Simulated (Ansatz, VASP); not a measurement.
# Y: VASP beside Ansatz

Contents of INCAR:

```
SYSTEM = Y
  PREC = Accurate
  ENCUT = 520
  EDIFF = 1E-6
  ISMEAR = 0
  SIGMA = 0.15
  LREAL = .FALSE.
  LASPH = .TRUE.
  NELM = 60
  ALGO = Fast
  ISIF = 2
  LWAVE = .FALSE.
  LCHARG = .FALSE.
  GGA = PS
  NBANDS = 12
```

File KPOINTS:

```
regular mesh
0
G
  16 16 16
  0 0 0
```

The input POSCAR:

```
Y
1.0
    0.0000000000      2.5036375000      2.5036375000
    2.4850000000      0.0186375000      2.4850000000
    2.4850000000      2.4850000000      0.0186375000
Y
1
Direct
    0.0000000000      0.0000000000      0.0000000000
```

Input for Ansatz:

```yaml
crystal:
  lattice:
    - [0.0, 2.5036375, 2.5036375]
    - [2.485, 0.0186375, 2.485]
    - [2.485, 2.485, 0.0186375]
  atoms:
    - { symbol: "Y", position: [0.0, 0.0, 0.0] }
basis:
  ecutwfc: 420
kpoints:
  mp_grid: { grid: [16, 16, 16] }
hamiltonian:
  xc: pbesol
scf:
  occupations: { method: gaussian, width: 0.15 }
output:
  forces: true
  stress: true
  eigenvalues: true
```

Change from the starting cell: strain +0.0150 x Voigt [0, 0, 0, 1, 0, 0], atoms carried along.

Alike in both runs: task single point; functional PBEsol; k mesh 16 × 16 × 16; occupations gaussian, width 0.15 eV; no spin polarisation.

|  | VASP | Ansatz |
| --- | --- | --- |
| version | VASP 6.6.1 | Ansatz 0.2.0 |
| potentials or method | VASP PAW PBE potentials, release 64 (Y_sv), cutoff 520 eV | scalar-relativistic, plane waves, PAW |
| valence electrons in the cell | 11 | 11 |

Ansatz gave:

- gap on the k mesh at the Fermi level (eV): none
- pressure (GPa): 0.2
- traceless stress, the component that is largest in VASP (GPa): -0.53

**Question.** What did VASP give for the same quantities?

**Answer.** gap on the k mesh at the Fermi level (eV): none; pressure (GPa): 0.1; traceless stress, the component that is largest in VASP (GPa): -0.53.

VASP's potentials were made for PBE, not for PBEsol. A gap of «none» marks a metal or a gap that the smearing closes.
